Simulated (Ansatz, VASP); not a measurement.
## One calculation of Cu, two programs

```
Cu
1.0
     0.00000    1.80750    1.95210
     1.80750    0.00000    1.95210
     1.80750    1.80750    0.00000
Cu
1
Direct
  0.00000 0.00000 0.00000
```

Change from the starting cell: strain +0.000 along x and y, +0.080 along z, atoms carried along.

Alike in both runs: task single point; functional PBE; k mesh 22 × 22 × 22; occupations gaussian, width 0.15 eV; no spin polarisation.

|  | VASP | Ansatz |
| --- | --- | --- |
| version | VASP 6.6.1 | Ansatz 0.2.0 |
| potentials or method | VASP PAW PBE potentials, release 64 (Cu), cutoff 520 eV | scalar-relativistic, plane waves, PAW |
| valence electrons in the cell | 11 | 19 |

|  | VASP | Ansatz | Ansatz less VASP |
| --- | --- | --- | --- |
| gap on the k mesh at the Fermi level (eV) | none | none | - |
| pressure (GPa) | -7.0 | -7.5 | -0.59 |
| traceless stress, the component that is largest in VASP (GPa) | -3.15 | -3.17 | -0.025 |

A gap of «none» marks a metal or a gap that the smearing closes. With one functional, cell and mesh, what is left measures potentials, basis and numerics. VASP's potentials hold 11 valence electrons a cell and Ansatz's 19, so a difference there can come from the potentials and not from the codes.
